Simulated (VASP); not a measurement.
Write the native input for VASP 6.6.1 that does the following.

```
Task                   : single point
Functional             : PBE
Potentials or basis    : VASP PAW PBE potentials, release 64 (Mo_sv, S)
Cutoff                 : 520 eV
k mesh                 : 12 × 12 × 2
Occupations            : fermi-dirac, width 0.02 eV
Spin                   : no spin polarisation
Dipole correction      : no
Further INCAR settings : ALGO = Normal; EDIFF = 1e-06; NBANDS = 35
```

The structure of MoS2 lies in POSCAR:

```
MoS2
1.0
    3.0778293314      0.0000000000      0.0000000000
   -1.5389146657      2.6654783895      0.0000000000
    0.0000000000      0.0000000000     12.6026462248
Mo S
2 4
Direct
    0.3333333333      0.6666666667      0.2500000000
    0.6666666667      0.3333333333      0.7500000000
    0.6666666667      0.3333333333      0.3760107110
    0.6666666667      0.3333333333      0.1239892890
    0.3333333333      0.6666666667      0.8760107110
    0.3333333333      0.6666666667      0.6239892890
```

This cell differs from its parent crystal: epitaxial xy strain -3.0%.

The input as run:

INCAR

```
SYSTEM = MoS2
ALGO     = Normal         ! electronic algorithm
EDIFF    = 1E-6           ! SCF threshold, eV
ENCUT    = 520            ! plane-wave cutoff, eV
GGA      = PE             ! functional
ISIF     = 2              ! what is computed and relaxed
ISMEAR   = -1             ! smearing method
LASPH    = .True.         ! aspherical terms in the spheres
LCHARG   = .False.        ! write CHGCAR
LREAL    = .False.        ! projectors in reciprocal space
LWAVE    = .False.        ! write WAVECAR
NBANDS   = 35             ! bands
NELM     = 80             ! most SCF steps
PREC     = Accurate       ! precision mode
SIGMA    = 0.02           ! smearing width, eV
```

KPOINTS

```
k-points
0
Gamma
  12 12 2
  0 0 0
```

Potentials or basis: VASP PAW PBE potentials, release 64 (Mo_sv, S).

Run with:

```console
$ cat potpaw_PBE.64/Mo_sv/POTCAR potpaw_PBE.64/S/POTCAR > POTCAR
$ mpirun -np 1 vasp_std > vasp.out
```

It gave:

The pressure is 8.5 GPa and the largest force is 0.122 eV/Å. The band gap on the k mesh is 1.09 eV, indirect (least direct gap 2.00 eV).

Caveat: the cell differs from its parent crystal (epitaxial xy strain -3.0%); this functional lacks dispersion, which binds the layers, so the pressure and a relaxed spacing across them are unreliable.

It took 100 s on 1 thread of Intel Xeon 6975P-C, with other jobs on the host, peak memory 0.29 GiB.
